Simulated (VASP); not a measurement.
# H16SO10 in VASP: notebook

H16SO10 is run at these levels: PBE+D3(BJ); tasks: single point.

Program: VASP 6.6.1. These are calculated values, not measurements. Logs are shortened: lines on timing, memory, paths and dates and some standing lists are left out, and cuts for length are marked.

## (1) The cell of the first run

The cell holds an amorphous packing of atoms, 27 atoms: a = 6.797 Å, b = 6.797 Å, c = 6.797 Å, α = 90.00°, β = 90.00°, γ = 90.00°.

## (2) Single point, PBE+D3(BJ)

File INCAR:

```
SYSTEM = H16SO10
PREC = Accurate
ENCUT = 520
EDIFF = 1E-6
ISMEAR = -1
SIGMA = 0.02
LREAL = Auto
LASPH = .TRUE.
NELM = 100
ALGO = Normal
ISIF = 2
LWAVE = .FALSE.
LCHARG = .FALSE.
GGA = PE
IVDW = 12
NBANDS = 60
```

File KPOINTS:

```
regular mesh
0
G
  1 1 1
  0 0 0
```

File POSCAR:

```
H16SO10
1.0
    6.7968840000      0.0000000000      0.0000000000
    0.0000000000      6.7968840000      0.0000000000
    0.0000000000      0.0000000000      6.7968840000
O H S
10 16 1
Direct
    0.0803456407      0.1808622892      0.7913479177
    0.0947934377      0.8960576641      0.1573073779
    0.8252752291      0.6490032786      0.9798019210
    0.2897504209      0.7313204109      0.7848007999
    0.6479586822      0.5036425515      0.6251835400
    0.3718027261      0.6402051293      0.2978276516
    0.3443342567      0.2642681558      0.4469400978
   -0.0276303082      0.8337791258      0.5214301142
    0.7462831497      0.2803637667      1.1469520445
    0.5702318886      0.0264827236      0.9533927606
   -0.0456532729      0.1162297312      0.7618932440
    0.1634131170      0.2024457089      0.6733232464
    0.1005166485      1.0080942973      0.0853920708
    0.0462712031      0.7745902387      0.1008403262
    0.7094868766      0.6846666796      0.9009863932
    0.8467997983      0.5074825464      0.9340603724
    0.2734929712      0.8716788458      0.8119750168
    0.2187620092      0.6590961388      0.8722820634
    0.7428992462      0.5988773679      0.5812075063
    0.5324792949      0.5785886592      0.6475614414
    0.3014469572      0.7618932440      0.2866166320
    0.4082311836      0.6524901705      0.1613680622
    0.3247517539      0.3985061390      0.3975351058
    0.4596812304      0.3066846514      0.5337445806
   -0.0130059598      0.9040466190      0.3837640895
    0.1037828511      0.7661304798      0.5337151554
    0.6167532063      0.1057543427      1.1413023968
```

Potentials or basis: VASP PAW PBE potentials, release 64 (O, H, S).

The run is started by

```
$ cat potpaw_PBE.64/O/POTCAR potpaw_PBE.64/H/POTCAR potpaw_PBE.64/S/POTCAR > POTCAR
$ mpirun -np 1 vasp_gam > vasp.out
```

OUTCAR:

```text
SYSTEM = H16SO10
   PREC = Accurate
   ENCUT = 520
   EDIFF = 1E-6
   ISMEAR = -1
   LREAL = Auto
   LASPH = .TRUE.
   NELM = 100
   ISIF = 2
   GGA = PE
   IVDW = 12
 IVDW          = 12

 ion  position               nearest neighbor table
   1  0.080  0.181  0.791-  11 0.98  12 0.99
   2  0.095  0.896  0.157-  13 0.91  14 0.97
   3  0.825  0.649  0.980-  15 0.98  16 1.02
   4  0.290  0.731  0.785-  18 0.91  17 0.98
   5  0.648  0.504  0.625-  20 0.95  19 0.96
   6  0.372  0.640  0.298-  21 0.96  22 0.96
   7  0.344  0.264  0.447-  23 0.98  24 1.02
   8  0.972  0.834  0.521-  26 1.01  25 1.06
   9  0.746  0.280  0.147-  27 1.48
  10  0.570  0.026  0.953-  27 1.42
  11  0.954  0.116  0.762-   1 0.98
  12  0.163  0.202  0.673-   1 0.99
  13  0.101  0.008  0.085-   2 0.91
  14  0.046  0.775  0.101-   2 0.97
[... 10 lines left out ...]
  25  0.987  0.904  0.384-   8 1.06
  26  0.104  0.766  0.534-   8 1.01
  27  0.617  0.106  0.141-  10 1.42   9 1.48

  LATTYP: Found a simple cubic cell.
 ALAT       =     6.7968840000

  Lattice vectors:

 A1 = (   6.7968840000,   0.0000000000,   0.0000000000)
 A2 = (   0.0000000000,   6.7968840000,   0.0000000000)
 A3 = (   0.0000000000,   0.0000000000,   6.7968840000)

Analysis of symmetry for initial positions (statically):
=====================================================================
 Subroutine PRICEL returns:
 Original cell was already a primitive cell.

 Routine SETGRP: Setting up the symmetry group for a
 simple cubic supercell.

 Subroutine GETGRP returns: Found  1 space group operations
 (whereof  1 operations were pure point group operations)
 out of a pool of 48 trial point group operations.

The static configuration has the point symmetry C_1 .

Analysis of symmetry for dynamics (positions and initial velocities):
=====================================================================
 Subroutine PRICEL returns:
 Original cell was already a primitive cell.

 Routine SETGRP: Setting up the symmetry group for a
 simple cubic supercell.

 Subroutine GETGRP returns: Found  1 space group operations
 (whereof  1 operations were pure point group operations)
 out of a pool of 48 trial point group operations.

The dynamic configuration has the point symmetry C_1 .

 Subroutine INISYM returns: Found  1 space group operations
 (whereof  1 operations are pure point group operations),
 and found     1 'primitive' translations

----------------------------------------------------------------------------------------

                                     Primitive cell

  volume of cell :     313.9999

  direct lattice vectors                    reciprocal lattice vectors
     6.796884000  0.000000000  0.000000000     0.147126242  0.000000000  0.000000000
     0.000000000  6.796884000  0.000000000     0.000000000  0.147126242  0.000000000
     0.000000000  0.000000000  6.796884000     0.000000000  0.000000000  0.147126242

  length of vectors
     6.796884000  6.796884000  6.796884000     0.147126242  0.147126242  0.147126242

  position of ions in fractional coordinates (direct lattice)
     0.080345641  0.180862289  0.791347918
     0.094793438  0.896057664  0.157307378
     0.825275229  0.649003279  0.979801921
     0.289750421  0.731320411  0.784800800
     0.647958682  0.503642552  0.625183540
     0.371802726  0.640205129  0.297827652
[... 19 lines left out ...]
     0.103782851  0.766130480  0.533715155
     0.616753206  0.105754343  0.141302397

  ion indices of the primitive-cell ions
   primitive index   ion index
                 1           1
                 2           2
                 3           3
                 4           4
                 5           5
                 6           6
[... 19 lines left out ...]
                26          26
                27          27

----------------------------------------------------------------------------------------

 KPOINTS: regular mesh

Automatic generation of k-mesh.
 Grid dimensions read from file:
 generate k-points for:    1    1    1

 Generating k-lattice:

  Cartesian coordinates                     Fractional coordinates (reciprocal lattice)
     0.147126242  0.000000000  0.000000000     1.000000000  0.000000000  0.000000000
     0.000000000  0.147126242  0.000000000     0.000000000  1.000000000  0.000000000
     0.000000000  0.000000000  0.147126242     0.000000000  0.000000000  1.000000000

  Length of vectors
     0.147126242  0.147126242  0.147126242

  Shift w.r.t. Gamma in fractional coordinates (k-lattice)
     0.000000000  0.000000000  0.000000000

 Subroutine IBZKPT returns following result:
 ===========================================

 Found      1 irreducible k-points:

 Following reciprocal coordinates:
            Coordinates               Weight
  0.000000  0.000000  0.000000      1.000000
   k-points           NKPTS =      1   k-points in BZ     NKDIM =      1   number of bands    NBANDS=     60
   number of dos      NEDOS =    301   number of ions     NIONS =     27
   total plane-waves  NPLWV = 157464
   dimension x,y,z NGX =    54 NGY =   54 NGZ =   54
   dimension x,y,z NGXF=   108 NGYF=  108 NGZF=  108
   ions per type =              10  16   1
   NGX,Y,Z   is equivalent  to a cutoff of  13.21, 13.21, 13.21 a.u.
   NGXF,Y,Z  is equivalent  to a cutoff of  26.42, 26.42, 26.42 a.u.
 SYSTEM =  H16SO10
   PREC   = accura    normal or accurate (medium, high low for compatibility)
   ISTART =      0    job   : 0-new  1-cont  2-samecut
   ICHARG =      2    charge: 1-file 2-atom 10-const
   ISPIN  =      1    spin polarized calculation?
   LNONCOLLINEAR =      F non collinear calculations
   LSORBIT =      F    spin-orbit coupling
   LASPH  =      T    aspherical Exc in radial PAW
   ENCUT  =  520.0 eV  38.22 Ry    6.18 a.u.  12.64 12.64 12.64*2*pi/ulx,y,z
   NELM   =    100;   NELMIN=  2; NELMDL= -5     # of ELM steps
   EDIFF  = 0.1E-05   stopping-criterion for ELM
   LREAL  =      T    real-space projection
   EDIFFG = 0.1E-04   stopping-criterion for IOM
   NSW    =      0    number of steps for IOM
   IBRION =     -1    ionic relax: 0-MD 1-quasi-New 2-CG
   NFREE  =      0    steps in history (QN), initial steepest desc. (CG)
   ISIF   =      2    stress and relaxation
   ISYM   =      2    0-nonsym 1-usesym 2-fastsym
   POTIM  = 0.5000    time-step for ionic-motion
   TEBEG  =    0.0;   TEEND  =   0.0 temperature during run
   PSTRESS=    0.0 pullay stress
   NELECT =      82.0000    total number of electrons
   NUPDOWN=      -1.0000    fix difference up-down
   EMIN   =  10.00;   EMAX   =-10.00  energy-range for DOS
   EFERMI =   0.00;   METHOD = LEGACY
   ISMEAR =    -1;   SIGMA  =   0.02  broadening in eV -4-tet -1-fermi 0-gaus
   EFERMI_NEDOS =   21; number of points for ismear=-14 and -15
   IALGO  =     38    algorithm
   IMIX   =      4    mixing-type and parameters
     AMIX     =   0.40;   BMIX     =  1.00
     AMIX_MAG =   1.60;   BMIX_MAG =  1.00
  volume/ion in A,a.u.               =      11.63        78.48
  Fermi-wavevector in a.u.,A,eV,Ry     =   1.046413  1.977433 14.898096  1.094979
  Thomas-Fermi vector in A             =   2.181250
   LORBIT       =      0    0 simple, 1 ext, 2 COOP (PROOUT), +10 PAW based schemes
   GGA     = PE    functional components
   LHFCALC =     F    Hartree Fock is set to
   AEXX    =    0.0000 exact exchange contribution
   IVDW    =    12    specifies the selected vdW correction
   LEPSILON=     F    determine dielectric tensor
   LRPA    =     F    only Hartree local field effects (RPA)
 non-spin polarized calculation
  energy-cutoff  :      520.00
  volume of cell :      314.00
 maximum number of plane-waves:      4193
 NGX is ok and might be reduce to    50
   NGX = 25   NGY = 25   NGZ = 25

 number of electron      82.0000005 magnetization

 Free energy of the ion-electron system (eV)
  ---------------------------------------------------
  ext. energy  EPLUGINS =         0.00000000
  ---------------------------------------------------
  free energy    TOTEN  =      -132.25786334 eV

  energy without entropy =     -132.25786334  energy(sigma->0) =     -132.25786334

 E-fermi :  -2.4446     XC(G=0):  -6.7844

 val. band max:       -3.0034666831   @ k =   0.0000   0.0000   0.0000
 cond. band min:      -0.7687117421   @ k =   0.0000   0.0000   0.0000
 fundamental gap:      2.2347549410
 Fermi energy:        -2.4446315926

 k-point     1 :       0.0000    0.0000    0.0000
  band No.  band energies     occupation
      1     -25.3115      2.00000
      2     -23.0175      2.00000
      3     -22.6666      2.00000
      4     -22.5742      2.00000
      5     -22.5360      2.00000
      6     -21.9519      2.00000
[... 45 lines left out ...]
     52       5.9055      0.00000
     53       6.4089      0.00000
 [bands above 53 left out]

------------------------ aborting loop because EDIFF is reached ----------------------------------------

 Edisp (eV)   -1.03243

 E8    (eV) :    -0.2307

  FORCE on cell =-STRESS in cart. coord.  units (eV):
  Direction    XX          YY          ZZ          XY          YZ          ZX
  --------------------------------------------------------------------------------------
  -------------------------------------------------------------------------------------
  Total      -1.14486     0.15684     5.10497    -1.18384    -0.75272    -0.95177
  in kB      -5.84163     0.80027    26.04801    -6.04051    -3.84074    -4.85638
  external pressure =        7.00 kB  Pullay stress =        0.00 kB

 VOLUME and BASIS-vectors are now :
 -----------------------------------------------------------------------------
  energy-cutoff  :      520.00
  volume of cell :      314.00
      direct lattice vectors                 reciprocal lattice vectors
     6.796884000  0.000000000  0.000000000     0.147126242  0.000000000  0.000000000
     0.000000000  6.796884000  0.000000000     0.000000000  0.147126242  0.000000000
     0.000000000  0.000000000  6.796884000     0.000000000  0.000000000  0.147126242

 POSITION                                       TOTAL-FORCE (eV/Angst)
 -----------------------------------------------------------------------------------
      0.54610      1.22930      5.37870         0.141719      0.054858      0.748294
      0.64430      6.09040      1.06920         0.712404     -2.785619      3.575756
      5.60930      4.41120      6.65960         0.203770     -1.672730     -0.637676
      1.96940      4.97070      5.33420         2.552490      1.825146     -2.720454
      4.40410      3.42320      4.24930         0.480523     -1.320430      0.355338
      2.52710      4.35140      2.02430         0.364618     -0.171136     -0.371013
[... 19 lines left out ...]
      0.70540      5.20730      3.62760        -1.290633      0.623906      0.245590
      4.19200      0.71880      0.96042         1.356911      1.810493      1.985263
 -----------------------------------------------------------------------------------
    total drift:                               -0.000639      0.004188      0.006705

  FREE ENERGIE OF THE ION-ELECTRON SYSTEM (eV)
  ---------------------------------------------------
  free  energy   TOTEN  =      -133.2902885993 eV

  energy  without entropy=     -133.2902885993  energy(sigma->0) =     -133.29028860
```

It took 49 s on 1 thread of Intel Xeon Platinum 8488C (Sapphire Rapids), shared host; peak memory 0.4 GiB.

Results:

```yaml
Free_energy: -133.2903 eV
Pressure: 0.7 GPa
Largest_force: 4.588 eV/Å
Band_gap_on_the_k_mesh: 2.23 eV
Dispersion_energy_per_atom: -0.038 eV
```

Forces in eV/Å, atoms in the order of the input:
```
O    0.142  0.055  0.748
O    0.712 -2.786  3.576
O    0.204 -1.673 -0.638
O    2.552  1.825 -2.720
O    0.481 -1.320  0.355
O    0.365 -0.171 -0.371
O    1.273  0.583  1.452
O    0.898  0.400 -1.734
O   -0.798 -1.320 -0.034
O   -0.511 -0.629 -1.799
H    0.771  0.172 -0.669
H   -0.726 -0.283 -0.115
H   -0.096  3.094 -3.049
H   -1.016  0.342 -0.941
H    0.477  0.102  0.141
H   -0.320  1.576  0.695
H   -0.157 -0.248  0.090
H   -2.255 -1.818  2.323
H    0.790  0.536 -0.615
H   -1.360  0.975  0.236
H   -1.268  1.268  0.992
H    1.073 -1.073 -0.764
H   -0.566  0.226 -0.637
H   -0.630 -0.944 -0.791
H   -0.103 -1.325  2.037
H   -1.291  0.624  0.246
S    1.357  1.810  1.985
```

Caveat: the k points lie up to 0.92 Å⁻¹ apart.

(Continued in part 2 of 4.)
